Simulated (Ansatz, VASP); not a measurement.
# Lu: VASP beside Ansatz

```
Lu
1.0
     3.35366    0.00000    0.00000
    -1.67683    2.90436    0.00000
     0.00000    0.00000   10.73983
Lu
4
Direct
  0.00000 0.00000 0.00000
  0.00000 0.00000 0.50000
  0.33333 0.66667 0.25000
  0.66667 0.33333 0.75000
```

Alike in both runs: task single point; functional BLYP; k mesh 12 × 12 × 4; occupations fermi-dirac, width 0.1 eV; no spin polarisation.

|  | VASP | Ansatz |
| --- | --- | --- |
| version | VASP 6.6.1 | Ansatz 0.2.0 |
| potentials or method | VASP PAW PBE potentials, release 64 (Lu), cutoff 520 eV | plane waves (420 eV) with PAW, scalar-relativistic |
| valence electrons in the cell | 100 | 100 |

Ansatz gave:

| Property | Result |
| --- | --- |
| pressure (GPa) | 6.7 |
| traceless stress, the component that is largest in VASP (GPa) | 0.30 |

Question: Which values does VASP return?

Answer: Pressure (GPa): 6.8; traceless stress, the component that is largest in VASP (GPa): 0.32.

VASP's potentials were made for PBE, not for BLYP. The functional is the same, so the differences come from potentials, cutoffs and numerics.

Spin-orbit coupling is off throughout.
